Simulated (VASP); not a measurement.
# As in VASP: notebook, part 2 of 2

VASP 6.6.1. Earlier steps stand in the parts before.

### Step 6. Single point, PBE+D3(BJ) (strain along x -0.020, then relaxed in part)

File INCAR:

```
PREC = Accurate
ENCUT = 400
EDIFF = 1E-6
ISMEAR = 0
SIGMA = 0.02
LREAL = False
LASPH = True
NELM = 120
ALGO = Normal
ISIF = 2
LWAVE = False
LCHARG = False
LDIPOL = True
IDIPOL = 3
DIPOL = 0.5 0.5 0.500
GGA = PE
IVDW = 12
NBANDS = 22
GGA_COMPAT = False
NELMDL = -8
```

File KPOINTS:

```
regular mesh
0
Gamma
  9 9 1
```

File POSCAR:

```
As
1.0
    3.5001913585      0.0000000000      0.0000000000
   -1.7500956792      3.0931169740      0.0000000000
    0.0000000000      0.0000000000     28.5742411176
As
2
Direct
    0.3339680196      0.6679360392      0.4753692260
    0.6660319804      0.3320639608      0.5246307740
```

Potentials or basis: VASP PAW PBE potentials, release 64 (As_d).

Started as:

```
cat potpaw_PBE.64/As_d/POTCAR > POTCAR
mpirun -np 1 vasp_std > vasp.out
```

OUTCAR:

```text
PREC = Accurate
   ENCUT = 400
   EDIFF = 1E-6
   ISMEAR = 0
   LREAL = False
   LASPH = True
   NELM = 120
   ISIF = 2
   GGA = PE
   IVDW = 12
   NELMDL = -8
 IVDW          = 12

 ion  position               nearest neighbor table
   1  0.334  0.668  0.475-   2 2.47   2 2.47   2 2.49
   2  0.666  0.332  0.525-   1 2.47   1 2.47   1 2.49

  LATTYP: Found a base centered orthorhombic cell.
 ALAT       =     3.5001913585
 B/A-ratio  =     1.7673987832
 C/A-ratio  =     8.1636225540

  Lattice vectors:

 A1 = (   1.7500956792,  -3.0931169740,   0.0000000000)
 A2 = (   1.7500956793,   3.0931169740,   0.0000000000)
 A3 = (   0.0000000000,   0.0000000000,  28.5742411176)

Analysis of symmetry for initial positions (statically):
=====================================================================
 Subroutine PRICEL returns:
 Original cell was already a primitive cell.

 Routine SETGRP: Setting up the symmetry group for a
 base centered orthorhombic supercell.

 Subroutine GETGRP returns: Found  4 space group operations
 (whereof  4 operations were pure point group operations)
 out of a pool of  8 trial point group operations.

The static configuration has the point symmetry C_2h.

[... 165 lines left out ...]
 fundamental gap:      1.2983352094
 Fermi energy:        -3.7379021271

 k-point     1 :       0.0000    0.0000    0.0000
  band No.  band energies     occupation
      1     -39.3247      2.00000
      2     -39.3233      2.00000
      3     -39.2825      2.00000
      4     -39.2804      2.00000
      5     -39.2333      2.00000
      6     -39.2045      2.00000
[... 589 lines left out ...]
     21       4.0469      0.00000
     22       4.3561      0.00000

 [... further k-points ...]

------------------------ aborting loop because EDIFF is reached ----------------------------------------

 vacuum level on the upper side and lower side of the slab       (xc-potential included)        -0.007        -0.007

 Edisp (eV)   -0.43213

 E8    (eV) :    -0.1960

  FORCE on cell =-STRESS in cart. coord.  units (eV):
  Direction    XX          YY          ZZ          XY          YZ          ZX
  --------------------------------------------------------------------------------------
  -------------------------------------------------------------------------------------
  Total       0.74979     0.06942    -0.04838     0.00000    -0.01143    -0.00000
  in kB       3.88319     0.35953    -0.25054     0.00000    -0.05917    -0.00000
  external pressure =        1.33 kB  Pullay stress =        0.00 kB

 VOLUME and BASIS-vectors are now :
 -----------------------------------------------------------------------------
  energy-cutoff  :      400.00
  volume of cell :      309.36
      direct lattice vectors                 reciprocal lattice vectors
     3.500191358  0.000000000  0.000000000     0.285698665  0.161649237  0.000000000
    -1.750095679  3.093116974  0.000000000     0.000000000  0.323298475  0.000000000
     0.000000000  0.000000000 28.574241118     0.000000000  0.000000000  0.034996555

 POSITION                                       TOTAL-FORCE (eV/Angst)
 -----------------------------------------------------------------------------------
      0.00000      2.06600     13.58331         0.000000      0.008753     -0.020222
      1.75010      1.02711     14.99093        -0.000000     -0.008753      0.020222
 -----------------------------------------------------------------------------------
    total drift:                               -0.000000      0.000000     -0.000000

  FREE ENERGIE OF THE ION-ELECTRON SYSTEM (eV)
  ---------------------------------------------------
  free  energy   TOTEN  =        -9.7683204245 eV

  energy  without entropy=       -9.7683204245  energy(sigma->0) =       -9.76832042

 vacuum level on the upper side and lower side of the slab         1.121         1.121
```

OSZICAR:

```text
N       E                     dE             d eps       ncg     rms          rms(c)
DAV:   1     0.215571064554E+03    0.21557E+03   -0.14884E+04  1354   0.273E+03
DAV:   2     0.273381404421E+02   -0.18823E+03   -0.17813E+03  1292   0.630E+02
DAV:   3    -0.747287753919E+01   -0.34811E+02   -0.34654E+02  1706   0.143E+02
[... 15 lines left out ...]
DAV:  19    -0.933618149560E+01   -0.81803E-05   -0.57814E-07  1060   0.432E-03    0.273E-04
DAV:  20    -0.933618764099E+01   -0.61454E-05   -0.17669E-07   984   0.384E-03    0.145E-04
DAV:  21    -0.933619109794E+01   -0.34569E-05   -0.10681E-07   936   0.268E-03    0.837E-05
DAV:  22    -0.933619210684E+01   -0.10089E-05   -0.23810E-08   902   0.210E-03    0.539E-05
DAV:  23    -0.933619283452E+01   -0.72768E-06   -0.27211E-08   926   0.188E-03
   1 F= -.97683204E+01 E0= -.97683204E+01  d E =-.243187E-39
```

stdout:

```text
POSCAR found type information on POSCAR As
 POSCAR found :  1 types and       2 ions
 scaLAPACK will be used
 LDA part: xc-table for (Slater+PW92), standard interpolation
 POSCAR, INCAR and KPOINTS ok, starting setup
 FFT: planning ... GRIDC
 FFT: planning ... GRID_SOFT
 FFT: planning ... GRID
 WAVECAR not read
 entering main loop
```

Run time: 81 s. Hardware: 1 thread of Intel Xeon 6975P-C (Granite Rapids), shared host; peak memory 0.37 GiB.

What came out:

| Property | Result |
| --- | --- |
| Free energy | -9.7683 eV |
| Largest force | 0.022 eV/Å |
| Band gap on the k mesh | 1.30 eV (least direct gap 2.02 eV) |
| Dispersion energy per atom | -0.216 eV |

Forces on the atoms (eV/Å):
```
As   0.000  0.009 -0.020
As   0.000 -0.009  0.020
```

Caveat: the cell differs from its parent crystal (strain along x -0.020, then relaxed in part).

### Step 7. The runs side by side

```csv
cell,gap on the mesh (eV),largest force (eV/Å)
"a = 3.429, b = 3.429, c = 28.574 Å, angles 90.0, 90.0, 120.0°, 2 atoms, biaxial strain -0.040, then relaxed in part",1.05,0.03
"a = 3.822, b = 3.822, c = 28.574 Å, angles 90.0, 90.0, 120.0°, 2 atoms, biaxial strain +0.070, then relaxed in part",0.96,0.03
"a = 3.643, b = 3.643, c = 28.574 Å, angles 90.0, 90.0, 120.0°, 2 atoms, biaxial strain +0.020, then relaxed in part",1.74,0.03
"a = 3.572, b = 3.625, c = 28.574 Å, angles 90.0, 90.0, 119.5°, 2 atoms, strain along y +0.020, then relaxed in part",1.52,0.03
"a = 3.500, b = 3.554, c = 28.574 Å, angles 90.0, 90.0, 119.5°, 2 atoms, strain along x -0.020, then relaxed in part",1.30,0.02
```

Alike in all rows: task single point; level PBE+D3(BJ); potentials or basis VASP PAW PBE potentials, release 64 (As_d); no spin polarisation; k mesh 9 × 9 × 1; cutoff (eV) 400; smearing gaussian 0.02 eV.

Total energies depend on the potentials used, so only differences within one code and one set of settings carry meaning.
